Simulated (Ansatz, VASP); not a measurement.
**Ge: VASP beside Ansatz**

INCAR

```
SYSTEM = Ge
PREC     = Accurate       ! precision mode
ENCUT    = 520            ! plane-wave cutoff, eV
EDIFF    = 1E-6           ! SCF threshold, eV
ISMEAR   = -1             ! smearing method
SIGMA    = 0.15           ! smearing width, eV
LREAL    = .False.        ! projectors in reciprocal space
LASPH    = .True.         ! aspherical terms in the spheres
NELM     = 60             ! most SCF steps
ALGO     = Normal         ! electronic algorithm
ISIF     = 2              ! what is computed and relaxed
LWAVE    = .False.        ! write WAVECAR
LCHARG   = .False.        ! write CHGCAR
NBANDS   = 13             ! bands
```

File KPOINTS:

```
Automatic mesh
0
Gamma
  12 12 11
  0 0 0
```

File POSCAR:

```
Ge
1.0
    1.3588515060     -2.5292328040      0.0000000000
    1.3588515060      2.5292328040      0.0000000000
    0.0000000000      0.0000000000      2.6242693212
Ge
1
Direct
    0.5000000000      0.5000000000      0.0000000000
```

Input for Ansatz:

```yaml
crystal:
  lattice:
    - [1.3588515059628483, -2.5292328040033545, 0.0]
    - [1.3588515059628483, 2.5292328040033545, 0.0]
    - [0.0, 0.0, 2.62426932115733]
  atoms:
    - { symbol: Ge, position: [0.5, 0.5, 0.0] }
basis:
  ecutwfc: 510.0
kpoints:
  mp_grid:
    grid: [12, 12, 11]
hamiltonian:
  xc: lda
  pseudopotentials:
    kind: paw
scf:
  occupations:
    method: fermi_dirac
    width: 0.15
output:
  stress: true
```

Alike in both runs: task single point; functional LDA; k mesh 12 × 12 × 11; occupations fermi-dirac, width 0.15 eV; no spin polarisation.

```csv
,VASP,Ansatz
version,VASP 6.6.1,Ansatz 0.2.0
potentials or method,"VASP PAW LDA potentials, release 64 (Ge_d), cutoff 520 eV","plane waves, PAW"
valence electrons in the cell,14,14
```

|  | VASP | Ansatz | Ansatz less VASP |
| --- | --- | --- | --- |
| pressure (GPa) | -0.1 | -0.1 | +0.04 |
| traceless stress, the component that is largest in VASP (GPa) | -2.68 | -2.68 | -0.001 |

LDA's correlation is that of Perdew and Zunger in VASP and of Perdew and Wang (1992) in Ansatz.
